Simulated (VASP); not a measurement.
Wanted: the native input for a VASP 6.6.1 run.

* Task: relaxation of cell and atoms
* Functional: PBE
* Potentials or basis: VASP PAW PBE potentials, release 64 (Co, O)
* Cutoff: 600 eV
* k mesh: 12 × 12 × 12
* Occupations: fermi-dirac, width 0.05 eV
* Spin: collinear spin, ferromagnetic start
* Starting moments: [2.0, 0.0] μB
* Hubbard terms: Co d U = 4.0 eV
* Dipole correction: no
* Further INCAR settings: ALGO = Normal; EDIFF = 1e-06; IBRION = 2; EDIFFG = -0.01; NSW = 60; ISIF = 3

The structure of CoO lies in POSCAR:

```
CoO
1.0
   -1.5080004400      1.5080004400      2.1072503600
    1.5080004400     -1.5080004400      2.1072503600
    1.5080004400      1.5080004400     -2.1072503600
Co O
1 1
Direct
    0.0000000000      0.0000000000      0.0000000000
    0.5000000000      0.5000000000      0.0000000000
```

These files were run (other wordings do the same):

INCAR

```
SYSTEM = CoO
ALGO     = Normal         ! electronic algorithm
EDIFF    = 1E-6           ! SCF threshold, eV
EDIFFG   = -0.01          ! ionic threshold
ENCUT    = 600            ! plane-wave cutoff, eV
GGA      = PE             ! functional
IBRION   = 2              ! ionic algorithm
ISIF     = 3              ! what is computed and relaxed
ISMEAR   = -1             ! smearing method
ISPIN    = 2              ! spin polarisation
LASPH    = .TRUE.         ! aspherical terms in the spheres
LCHARG   = .FALSE.        ! write CHGCAR
LDAU     = .TRUE.         ! DFT+U
LDAUJ    = 0 0          
LDAUL    = 2 -1           ! shell
LDAUPRINT= 1            
LDAUTYPE = 2            
LDAUU    = 4 0            ! U, eV
LMAXMIX  = 4              ! l up to which the mixer works
LORBIT   = 11             ! projections on sites
LREAL    = .FALSE.        ! projectors in reciprocal space
LWAVE    = .FALSE.        ! write WAVECAR
MAGMOM   = 2 0            ! initial moments
NELM     = 150            ! most SCF steps
NSW      = 60             ! ionic steps
PREC     = Accurate       ! precision mode
SIGMA    = 0.05           ! smearing width, eV
```

KPOINTS

```
k-points
0
G
  12 12 12
  0 0 0
```

Potentials or basis: VASP PAW PBE potentials, release 64 (Co, O).

Run with:

```sh
$ cat potpaw_PBE.64/Co/POTCAR potpaw_PBE.64/O/POTCAR > POTCAR
$ mpirun -np 1 vasp_std > vasp.out
```

It gave:

The relaxed volume is 9.66 Å³/atom and the relaxed cell is a = 2.980 Å, b = 2.980 Å, c = 2.980 Å, α = 117.69°, β = 117.69°, γ = 94.05°. The space group after relaxing (to 0.1 Å) is I4/mmm (No. 139). The energy gained by relaxing is 9.5 meV/atom. The ionic steps are 6. The pressure after relaxing is 0.0 GPa, the band gap on the k mesh is zero (filled and empty bands overlap) and the net moment is 3.00 μB per cell. The site moments are Co +2.76; O +0.23 μB. The valence electrons inside the program's atomic spheres are Co 7.82; O 5.01.

Caveat: a cell with one magnetic atom can't hold antiferromagnetic order, which such compounds often take.

Wall time 8.1 min on 1 thread of Oxide Virtual Turin-like Processor (shared host), peak memory 0.18 GiB.
